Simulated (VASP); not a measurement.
# Rb (Immm) in VASP: single point with LDA

Aim: the single point of Rb with LDA.

Everything below comes from runs of VASP 6.6.1. Logs are shortened: lines on timing, memory, paths and dates and some standing lists are left out, and cuts for length are marked.

## 1. The cell of the first run

The structure is orthorhombic, space group Immm (No. 71). The conventional cell has a = 5.244 Å, b = 5.462 Å, c = 6.574 Å, α = 90.00°, β = 90.00°, γ = 90.00°.

## 2. Single point, LDA (strain +0.1125 x Voigt [1, -1, 0, 0, 0, 0])

INCAR

```
SYSTEM = Rb
PREC = Accurate
ENCUT = 520
EDIFF = 1E-6
ISMEAR = 0
SIGMA = 0.15
LREAL = .False.
LASPH = .True.
NELM = 100
ALGO = Fast
ISIF = 2
LWAVE = .False.
LCHARG = .False.
NBANDS = 10
```

KPOINTS

```
Automatic mesh
0
Gamma
  12 12 12
  0 0 0
```

POSCAR

```
Rb
1.0
   -3.2868944459      2.6221292771      2.7308451955
    3.2868944459     -2.6221292771      2.7308451955
    3.2868944459      2.6221292771     -2.7308451955
Rb
1
Direct
    0.0000000000      0.0000000000      0.0000000000
```

Potentials or basis: VASP PAW LDA potentials, release 64 (Rb_sv).

Started as:

```sh
> cat potpaw_LDA.64/Rb_sv/POTCAR > POTCAR
> mpirun -np 1 vasp_std > vasp.out
```

OUTCAR:

```text
SYSTEM = Rb
   PREC = Accurate
   ENCUT = 520
   EDIFF = 1E-6
   ISMEAR = 0
   LREAL = .False.
   LASPH = .True.
   NELM = 100
   ISIF = 2

 ion  position               nearest neighbor table
   1  0.000  0.000  0.000-

  LATTYP: Found a body centered orthorhombic cell.
 ALAT       =     5.2442585542
 B/A-ratio  =     1.0414609300
 C/A-ratio  =     1.2535211267

  Lattice vectors:

 A1 = (  -3.2868944459,  -2.6221292771,  -2.7308451955)
 A2 = (  -3.2868944459,   2.6221292771,   2.7308451955)
 A3 = (   3.2868944459,   2.6221292771,  -2.7308451955)

Analysis of symmetry for initial positions (statically):
=====================================================================
 Subroutine PRICEL returns:
 Original cell was already a primitive cell.

 Routine SETGRP: Setting up the symmetry group for a
 body centered orthorhombic supercell.

 Subroutine GETGRP returns: Found  8 space group operations
 (whereof  8 operations were pure point group operations)
 out of a pool of  8 trial point group operations.

The static configuration has the point symmetry D_2h.

Analysis of symmetry for dynamics (positions and initial velocities):
=====================================================================
 Subroutine PRICEL returns:
 Original cell was already a primitive cell.

 Routine SETGRP: Setting up the symmetry group for a
 body centered orthorhombic supercell.

 Subroutine GETGRP returns: Found  8 space group operations
 (whereof  8 operations were pure point group operations)
 out of a pool of  8 trial point group operations.

The dynamic configuration has the point symmetry D_2h.

 Subroutine INISYM returns: Found  8 space group operations
 (whereof  8 operations are pure point group operations),
 and found     1 'primitive' translations

----------------------------------------------------------------------------------------

                                     Primitive cell

  volume of cell :      94.1449

  direct lattice vectors                    reciprocal lattice vectors
    -3.286894446  2.622129277  2.730845196     0.000000000  0.190684725  0.183093498
     3.286894446 -2.622129277  2.730845196     0.152119275  0.000000000  0.183093498
     3.286894446  2.622129277 -2.730845196     0.152119275  0.190684725  0.000000000

  length of vectors
     5.013656602  5.013656602  5.013656602     0.264355619  0.238040969  0.243928141

  position of ions in fractional coordinates (direct lattice)
     0.000000000  0.000000000  0.000000000

  ion indices of the primitive-cell ions
   primitive index   ion index
                 1           1

----------------------------------------------------------------------------------------

 KPOINTS: Automatic mesh

Automatic generation of k-mesh.
 Grid dimensions read from file:
 generate k-points for:   12   12   12

 Generating k-lattice:

  Cartesian coordinates                     Fractional coordinates (reciprocal lattice)
     0.000000000  0.015890394  0.015257792     0.083333333  0.000000000  0.000000000
     0.012676606  0.000000000  0.015257792     0.000000000  0.083333333  0.000000000
     0.012676606  0.015890394  0.000000000     0.000000000  0.000000000  0.083333333

  Length of vectors
     0.022029635  0.019836747  0.020327345

  Shift w.r.t. Gamma in fractional coordinates (k-lattice)
     0.000000000  0.000000000  0.000000000

 Subroutine IBZKPT returns following result:
 ===========================================

 Found    280 irreducible k-points:

 Following reciprocal coordinates:
            Coordinates               Weight
  0.000000  0.000000  0.000000      1.000000
  0.083333 -0.000000  0.000000      4.000000
  0.166667 -0.000000  0.000000      4.000000
  0.250000 -0.000000  0.000000      4.000000
  0.333333 -0.000000  0.000000      4.000000
  0.416667  0.000000 -0.000000      4.000000
[... 16 lines left out ...]
  0.250000  0.166667  0.000000      8.000000
  0.333333  0.166667  0.000000      8.000000
 [... further k-points ...]
   k-points           NKPTS =    280   k-points in BZ     NKDIM =    280   number of bands    NBANDS=     10
   number of dos      NEDOS =    301   number of ions     NIONS =      1
   total plane-waves  NPLWV =  64000
   dimension x,y,z NGX =    40 NGY =   40 NGZ =   40
   dimension x,y,z NGXF=    80 NGYF=   80 NGZF=   80
   ions per type =               1
   NGX,Y,Z   is equivalent  to a cutoff of  13.26, 13.26, 13.26 a.u.
   NGXF,Y,Z  is equivalent  to a cutoff of  26.53, 26.53, 26.53 a.u.
 SYSTEM =  Rb
   PREC   = accura    normal or accurate (medium, high low for compatibility)
   ISTART =      0    job   : 0-new  1-cont  2-samecut
   ICHARG =      2    charge: 1-file 2-atom 10-const
   ISPIN  =      1    spin polarized calculation?
   LNONCOLLINEAR =      F non collinear calculations
   LSORBIT =      F    spin-orbit coupling
   LASPH  =      T    aspherical Exc in radial PAW
   ENCUT  =  520.0 eV  38.22 Ry    6.18 a.u.   9.32  9.32  9.32*2*pi/ulx,y,z
   NELM   =    100;   NELMIN=  2; NELMDL= -5     # of ELM steps
   EDIFF  = 0.1E-05   stopping-criterion for ELM
   LREAL  =      F    real-space projection
   EDIFFG = 0.1E-04   stopping-criterion for IOM
   NSW    =      0    number of steps for IOM
   IBRION =     -1    ionic relax: 0-MD 1-quasi-New 2-CG
   NFREE  =      0    steps in history (QN), initial steepest desc. (CG)
   ISIF   =      2    stress and relaxation
   ISYM   =      2    0-nonsym 1-usesym 2-fastsym
   POTIM  = 0.5000    time-step for ionic-motion
   TEBEG  =    0.0;   TEEND  =   0.0 temperature during run
   PSTRESS=    0.0 pullay stress
   NELECT =       9.0000    total number of electrons
   NUPDOWN=      -1.0000    fix difference up-down
   EMIN   =  10.00;   EMAX   =-10.00  energy-range for DOS
   EFERMI =   0.00;   METHOD = LEGACY
   ISMEAR =     0;   SIGMA  =   0.15  broadening in eV -4-tet -1-fermi 0-gaus
   EFERMI_NEDOS =   21; number of points for ismear=-14 and -15
   IALGO  =     68    algorithm
   IMIX   =      4    mixing-type and parameters
     AMIX     =   0.40;   BMIX     =  1.00
     AMIX_MAG =   1.60;   BMIX_MAG =  1.00
  volume/ion in A,a.u.               =      94.14       635.32
  Fermi-wavevector in a.u.,A,eV,Ry     =   0.748554  1.414563  7.623802  0.560334
  Thomas-Fermi vector in A             =   1.844869
   LORBIT       =      0    0 simple, 1 ext, 2 COOP (PROOUT), +10 PAW based schemes
   GGA     = CA    functional components
   LHFCALC =     F    Hartree Fock is set to
   AEXX    =    0.0000 exact exchange contribution
   IVDW    =     0    specifies the selected vdW correction
   LEPSILON=     F    determine dielectric tensor
   LRPA    =     F    only Hartree local field effects (RPA)
 non-spin polarized calculation
 RMM-DIIS sequential band-by-band and
 Gauss-broadening in eV      SIGMA  =   0.15
  energy-cutoff  :      520.00
  volume of cell :       94.14
 maximum number of plane-waves:      2554
 NGX is ok and might be reduce to    40
   NGX = 19   NGY = 19   NGZ = 19

 number of electron       9.0000000 magnetization

 Free energy of the ion-electron system (eV)
  ---------------------------------------------------
  ext. energy  EPLUGINS =         0.00000000
  ---------------------------------------------------
  free energy    TOTEN  =        -1.03657887 eV

  energy without entropy =       -1.02606880  energy(sigma->0) =       -1.03132384

 E-fermi :  -0.2854     XC(G=0):  -5.5904

 val. band max:       -0.2888308752   @ k =   0.5000   0.1667   0.0833
 cond. band min:      -0.2766872100   @ k =  -0.1667   0.5000   0.0833
 fundamental gap:      0.0121436652
 Fermi energy:        -0.2854458810

 k-point     1 :       0.0000    0.0000    0.0000
  band No.  band energies     occupation
      1     -29.0936      2.00000
      2     -13.1989      2.00000
      3     -13.1972      2.00000
      4     -13.1965      2.00000
      5      -2.2159      2.00000
      6       2.9919      0.00000
      7       3.2384      0.00000
      8       3.5511      0.00000
      9       3.9755      0.00000
     10       4.7075      0.00000

 k-point     2 :       0.0833   -0.0000    0.0000
  band No.  band energies     occupation
      1     -29.0934      2.00000
      2     -13.2036      2.00000
      3     -13.1995      2.00000
      4     -13.1986      2.00000
      5      -2.1238      2.00000
      6       2.9034      0.00000
      7       3.2147      0.00000
      8       3.5561      0.00000
      9       3.7915      0.00000
     10       4.5830      0.00000

 k-point     3 :       0.1667   -0.0000    0.0000
  band No.  band energies     occupation
      1     -29.0926      2.00000
      2     -13.2190      2.00000
      3     -13.2060      2.00000
      4     -13.2014      2.00000
      5      -1.8532      2.00000
      6       2.5864      0.00000
      7       3.1935      0.00000
      8       3.3403      0.00000
      9       3.6207      0.00000
     10       4.5794      0.00000

 k-point     4 :       0.2500   -0.0000    0.0000
  band No.  band energies     occupation
      1     -29.0916      2.00000
      2     -13.2399      2.00000
      3     -13.2148      2.00000
      4     -13.2050      2.00000
      5      -1.4220      2.00000
      6       2.2344      0.00000
      7       2.5146      0.00000
      8       3.5975      0.00000
      9       3.7233      0.00000
     10       4.7020      0.00000

 k-point     5 :       0.3333   -0.0000    0.0000
  band No.  band energies     occupation
      1     -29.0906      2.00000
      2     -13.2605      2.00000
      3     -13.2235      2.00000
      4     -13.2086      2.00000
      5      -0.8628      2.00000
      6       1.8707      0.00000
      7       1.9522      0.00000
      8       3.9092      0.00000
      9       3.9447      0.00000
     10       4.7125      0.00000

 k-point     6 :       0.4167    0.0000   -0.0000
  band No.  band energies     occupation
      1     -29.0899      2.00000
      2     -13.2753      2.00000
      3     -13.2299      2.00000
      4     -13.2113      2.00000
      5      -0.2371      0.64834
      6       1.2702      0.00000
      7       1.7744      0.00000
      8       4.1580      0.00000
      9       4.3221      0.00000
     10       4.3586      0.00000
[... 183 lines left out ...]
 k-point    21 :       0.0833    0.1667    0.0000
  band No.  band energies     occupation
      1     -29.0922      2.00000
      2     -13.2335      2.00000
      3     -13.2052      2.00000
      4     -13.2015      2.00000
      5      -1.6664      2.00000
      6       2.1772      0.00000
      7       3.0613      0.00000
      8       3.4510      0.00000
      9       3.9227      0.00000
     10       4.5600      0.00000

 k-point    22 :       0.1667    0.1667    0.0000
  band No.  band energies     occupation
      1     -29.0914      2.00000
      2     -13.2484      2.00000
      3     -13.2138      2.00000
      4     -13.2066      2.00000
      5      -1.2514      2.00000
      6       1.8724      0.00000
      7       2.5572      0.00000
      8       3.5262      0.00000
      9       3.9732      0.00000
     10       4.7923      0.00000

 k-point    23 :       0.2500    0.1667    0.0000
  band No.  band energies     occupation
      1     -29.0905      2.00000
      2     -13.2612      2.00000
      3     -13.2255      2.00000
      4     -13.2109      2.00000
      5      -0.7055      1.99993
      6       1.6144      0.00000
      7       2.0112      0.00000
      8       3.7156      0.00000
      9       3.8884      0.00000
     10       4.8246      0.00000

 k-point    24 :       0.3333    0.1667    0.0000
  band No.  band energies     occupation
      1     -29.0898      2.00000
      2     -13.2698      2.00000
      3     -13.2351      2.00000
      4     -13.2141      2.00000
      5      -0.0805      0.05332
      6       1.3172      0.00000
      7       1.5961      0.00000
      8       3.5590      0.00000
      9       3.9520      0.00000
     10       4.9379      0.00000

 [... further k-points ...]
[... 5 lines left out ...]
  --------------------------------------------------------------------------------------
  -------------------------------------------------------------------------------------
  Total       -0.2643659     -0.2655881     -0.3042614      0.0000000     -0.0000000      0.0000000
  in kB       -4.4990322     -4.5198316     -5.1779815      0.0000000     -0.0000000      0.0000000
  external PRESSURE =      -4.7322818 kB  Pullay stress =       0.0000000 kB

 VOLUME and BASIS-vectors are now :
 -----------------------------------------------------------------------------
  energy-cutoff  :      520.00
  volume of cell :       94.14
      direct lattice vectors                 reciprocal lattice vectors
    -3.286894446  2.622129277  2.730845196     0.000000000  0.190684725  0.183093498
     3.286894446 -2.622129277  2.730845196     0.152119275  0.000000000  0.183093498
     3.286894446  2.622129277 -2.730845196     0.152119275  0.190684725  0.000000000

 POSITION                                       TOTAL-FORCE (eV/Angst)
 -----------------------------------------------------------------------------------
      0.00000      0.00000      0.00000         0.000000      0.000000     -0.000000
 -----------------------------------------------------------------------------------
    total drift:                               -0.000000      0.000000     -0.000000

  FREE ENERGIE OF THE ION-ELECTRON SYSTEM (eV)
  ---------------------------------------------------
  free  energy   TOTEN  =        -1.0365788710 eV

  energy  without entropy=       -1.0260687995  energy(sigma->0) =       -1.03132384
```

It took 2.2 min on 1 thread of Intel Xeon Platinum 8559C (Emerald Rapids), shared host; peak memory 0.38 GiB.

Results:

| Quantity | Value |
| --- | --- |
| Free energy | -1.0366 eV |
| Pressure | -0.5 GPa |
| Band gap on the k mesh | zero (an odd number of electrons rules out a gap without spin polarisation) |

Caveat: the cell differs from its parent crystal (strain +0.1125 x Voigt [1, -1, 0, 0, 0, 0]).
